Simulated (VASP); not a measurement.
# GaN (P6_3mc) in VASP: further runs, part 2 of 2

VASP 6.6.1. Earlier steps stand in the parts before.

## (6) Single point, PBE

File INCAR:

```
PREC     = Accurate       # precision mode
ENCUT    = 520            # plane-wave cutoff, eV
EDIFF    = 1E-6           # SCF threshold, eV
ISMEAR   = 0              # smearing method
SIGMA    = 0.01           # smearing width, eV
LREAL    = F              # projectors in reciprocal space
LASPH    = T              # aspherical terms in the spheres
NELM     = 80             # most SCF steps
ALGO     = Normal         # electronic algorithm
ISIF     = 2              # what is computed and relaxed
LWAVE    = F              # write WAVECAR
LCHARG   = F              # write CHGCAR
GGA      = PE             # functional
NBANDS   = 26             # bands
```

File KPOINTS:

```
Automatic mesh
0
Gamma
  9 9 4
```

File POSCAR:

```
GaN
1.0
    3.1831494054      0.0000000000      0.0000000000
   -1.5915747027      2.7566882491      0.0000000000
    0.0000000000      0.0000000000      5.1836254809
Ga N
2 2
Direct
    0.3333333333      0.6666666667     -0.0008868069
    0.6666666667      0.3333333333      0.4991131931
    0.3333333333      0.6666666667      0.3758868069
    0.6666666667      0.3333333333      0.8758868069
```

Potentials or basis: VASP PAW PBE potentials, release 64 (Ga_d, N).

The run is started by

```
$ cat potpaw_PBE.64/Ga_d/POTCAR potpaw_PBE.64/N/POTCAR > POTCAR
$ mpirun -np 1 vasp_std > vasp.out
```

OUTCAR:

```text
PREC = Accurate
   ENCUT = 520
   EDIFF = 1E-6
   ISMEAR = 0
   LREAL = F
   LASPH = T
   NELM = 80
   ISIF = 2
   GGA = PE

 ion  position               nearest neighbor table
   1  0.333  0.667  0.999-   4 1.95   4 1.95   4 1.95   3 1.95
   2  0.667  0.333  0.499-   3 1.95   3 1.95   3 1.95   4 1.95
   3  0.333  0.667  0.376-   2 1.95   2 1.95   2 1.95   1 1.95
   4  0.667  0.333  0.876-   1 1.95   1 1.95   1 1.95   2 1.95

  LATTYP: Found a hexagonal cell.
 ALAT       =     3.1831494054
 C/A-ratio  =     1.6284581151

  Lattice vectors:

 A1 = (   3.1831494054,   0.0000000000,   0.0000000000)
 A2 = (  -1.5915747027,   2.7566882491,   0.0000000000)
 A3 = (   0.0000000000,   0.0000000000,   5.1836254809)

Analysis of symmetry for initial positions (statically):
=====================================================================
 Subroutine PRICEL returns:
 Original cell was already a primitive cell.

 Routine SETGRP: Setting up the symmetry group for a
 hexagonal supercell.

 Subroutine GETGRP returns: Found 12 space group operations
 (whereof  6 operations were pure point group operations)
 out of a pool of 24 trial point group operations.

The static configuration has the point symmetry C_3v.
 The point group associated with its full space group is C_6v.

Analysis of symmetry for dynamics (positions and initial velocities):
=====================================================================
 Subroutine PRICEL returns:
 Original cell was already a primitive cell.

 Routine SETGRP: Setting up the symmetry group for a
 hexagonal supercell.

 Subroutine GETGRP returns: Found 12 space group operations
 (whereof  6 operations were pure point group operations)
 out of a pool of 24 trial point group operations.

The dynamic configuration has the point symmetry C_3v.
 The point group associated with its full space group is C_6v.

 Subroutine INISYM returns: Found 12 space group operations
 (whereof  6 operations are pure point group operations),
[... 119 lines left out ...]
     AMIX     =   0.40;   BMIX     =  1.00
     AMIX_MAG =   1.60;   BMIX_MAG =  1.00
  volume/ion in A,a.u.               =      11.37        76.74
  Fermi-wavevector in a.u.,A,eV,Ry     =   1.514315  2.861640 31.200200  2.293150
  Thomas-Fermi vector in A             =   2.623989
   LORBIT       =      0    0 simple, 1 ext, 2 COOP (PROOUT), +10 PAW based schemes
   GGA     = PE    functional components
   LHFCALC =     F    Hartree Fock is set to
   AEXX    =    0.0000 exact exchange contribution
   IVDW    =     0    specifies the selected vdW correction
   LEPSILON=     F    determine dielectric tensor
   LRPA    =     F    only Hartree local field effects (RPA)
 non-spin polarized calculation
 Gauss-broadening in eV      SIGMA  =   0.01
  energy-cutoff  :      520.00
  volume of cell :       45.49
 maximum number of plane-waves:      1248
 NGX is ok and might be reduce to    24
   NGX = 11   NGY = 11   NGZ = 19

 number of electron      35.9999993 magnetization

 Free energy of the ion-electron system (eV)
  ---------------------------------------------------
  ext. energy  EPLUGINS =         0.00000000
  ---------------------------------------------------
  free energy    TOTEN  =       -24.29699183 eV

  energy without entropy =      -24.29699183  energy(sigma->0) =      -24.29699183

 E-fermi :   5.4100     XC(G=0): -11.6932

 val. band max:        5.3665808988   @ k =   0.0000   0.0000   0.0000
 cond. band min:       7.3084465707   @ k =   0.0000   0.0000   0.0000
 fundamental gap:      1.9418656719
 Fermi energy:         5.4100471093

 k-point     1 :       0.0000    0.0000    0.0000
  band No.  band energies     occupation
      1     -10.6502      2.00000
      2      -9.7151      2.00000
      3      -8.0745      2.00000
      4      -8.0594      2.00000
      5      -8.0594      2.00000
      6      -7.9973      2.00000
[... 685 lines left out ...]
     25      18.5257      0.00000
     26      18.9408      0.00000

 [... further k-points ...]

------------------------ aborting loop because EDIFF is reached ----------------------------------------

  FORCE on cell =-STRESS in cart. coord.  units (eV):
  Direction    XX          YY          ZZ          XY          YZ          ZX
  --------------------------------------------------------------------------------------
  -------------------------------------------------------------------------------------
  Total        1.7694514      1.7694514      1.8009844      0.0000000      0.0000000      0.0000000
  in kB       62.3262405     62.3262405     63.4369402      0.0000000      0.0000000      0.0000000
  external PRESSURE =      62.6964738 kB  Pullay stress =       0.0000000 kB

 VOLUME and BASIS-vectors are now :
 -----------------------------------------------------------------------------
  energy-cutoff  :      520.00
  volume of cell :       45.49
      direct lattice vectors                 reciprocal lattice vectors
     3.183149405  0.000000000  0.000000000     0.314154277  0.181377056  0.000000000
    -1.591574703  2.756688249  0.000000000     0.000000000  0.362754113  0.000000000
     0.000000000  0.000000000  5.183625481     0.000000000  0.000000000  0.192915172

 POSITION                                       TOTAL-FORCE (eV/Angst)
 -----------------------------------------------------------------------------------
     -0.00000      1.83779      5.17903        -0.000000     -0.000000      0.004827
      1.59157      0.91890      2.58722        -0.000000      0.000000      0.004827
     -0.00000      1.83779      1.94846         0.000000     -0.000000     -0.004827
      1.59157      0.91890      4.54027        -0.000000      0.000000     -0.004827
 -----------------------------------------------------------------------------------
    total drift:                               -0.000001     -0.000001     -0.001093

  FREE ENERGIE OF THE ION-ELECTRON SYSTEM (eV)
  ---------------------------------------------------
  free  energy   TOTEN  =       -24.2969918279 eV

  energy  without entropy=      -24.2969918279  energy(sigma->0) =      -24.29699183
```

OSZICAR:

```text
N       E                     dE             d eps       ncg     rms          rms(c)
DAV:   1     0.278800975255E+03    0.27880E+03   -0.17652E+04  2072   0.259E+03
DAV:   2     0.798274001082E+01   -0.27082E+03   -0.25612E+03  2016   0.487E+02
DAV:   3    -0.270975673654E+02   -0.35080E+02   -0.34559E+02  2258   0.142E+02
DAV:   4    -0.283042504339E+02   -0.12067E+01   -0.12007E+01  2196   0.282E+01
DAV:   5    -0.283290546104E+02   -0.24804E-01   -0.24775E-01  2326   0.380E+00    0.110E+01
DAV:   6    -0.242175220504E+02    0.41115E+01   -0.99885E+00  3088   0.492E+01    0.307E+00
DAV:   7    -0.243150011478E+02   -0.97479E-01   -0.14154E+00  1966   0.903E+00    0.271E+00
DAV:   8    -0.243098619876E+02    0.51392E-02   -0.14056E-01  3046   0.499E+00    0.768E-01
DAV:   9    -0.242964846597E+02    0.13377E-01   -0.44851E-02  3058   0.361E+00    0.337E-01
DAV:  10    -0.242970120982E+02   -0.52744E-03   -0.41365E-03  1984   0.404E-01    0.604E-02
DAV:  11    -0.242969915147E+02    0.20584E-04   -0.29502E-04  2894   0.315E-01    0.365E-02
DAV:  12    -0.242969901767E+02    0.13379E-05   -0.45907E-05  2618   0.653E-02    0.466E-03
DAV:  13    -0.242969917883E+02   -0.16116E-05   -0.71724E-06  2500   0.298E-02    0.101E-02
DAV:  14    -0.242969918279E+02   -0.39596E-07   -0.13553E-06  1408   0.100E-02
   1 F= -.24296992E+02 E0= -.24296992E+02  d E =-.217108E-12
```

stdout:

```text
POSCAR found type information on POSCAR GaN
 POSCAR found :  2 types and       4 ions
 scaLAPACK will be used
 LDA part: xc-table for (Slater+PW92), standard interpolation
 POSCAR, INCAR and KPOINTS ok, starting setup
 FFT: planning ... GRIDC
 FFT: planning ... GRID_SOFT
 FFT: planning ... GRID
 WAVECAR not read
 entering main loop
```

Run time: 62 s. Hardware: 1 thread of Intel Xeon 8259CL, shared host; peak memory 0.18 GiB.

What came out:

```
Free energy            : -24.2970 eV
Pressure               : 6.3 GPa
Largest force          : 0.005 eV/Å
Band gap on the k mesh : 1.94 eV, direct
```

Forces on the atoms (eV/Å):
```
Ga   0.000  0.000  0.005
Ga   0.000  0.000  0.005
N    0.000  0.000 -0.005
N    0.000  0.000 -0.005
```

Levels at points of the mesh, in eV from the valence-band top:
| k point | band 14 | band 15 | band 16 | band 17 | band 18 | band 19 | band 20 | band 21 | band 22 | band 23 |
| --- | --- | --- | --- | --- | --- | --- | --- | --- | --- | --- |
| (0.00, 0.00, 0.00) | -1.04 | -1.04 | -0.04 | 0.00 | 0.00 | 1.94 | 4.28 | 9.22 | 9.92 | 9.92 |
| (0.00, 0.00, 0.50) | -3.85 | -0.53 | -0.53 | -0.53 | -0.53 | 4.28 | 4.28 | 8.49 | 8.49 | 10.44 |

## (7) Overview

| level | potentials or basis | k mesh | gap on the mesh (eV) | pressure (GPa) |
| --- | --- | --- | --- | --- |
| PBE | VASP PAW PBE potentials, release 64 (Ga_d, N) | 6 × 6 × 4 | 1.94 | 6.3 |
| LDA | VASP PAW LDA potentials, release 64 (Ga_d, N) | 6 × 6 × 4 | 1.95 | -4.4 |
| r2SCAN | VASP PAW PBE potentials, release 64 (Ga_d, N) | 6 × 6 × 4 | 2.34 | 1.1 |
| PBE | VASP PAW PBE potentials, release 64 (Ga_d, N) | 9 × 9 × 4 | 1.94 | 6.3 |

Alike in all rows: task single point; no spin polarisation; cell as given; cutoff (eV) 520; smearing gaussian 0.01 eV.

Caveats: the PAW data sets were made with another functional, which shifts forces and pressure a little (some runs).

Absolute energies hang on the potentials; compare differences alone.
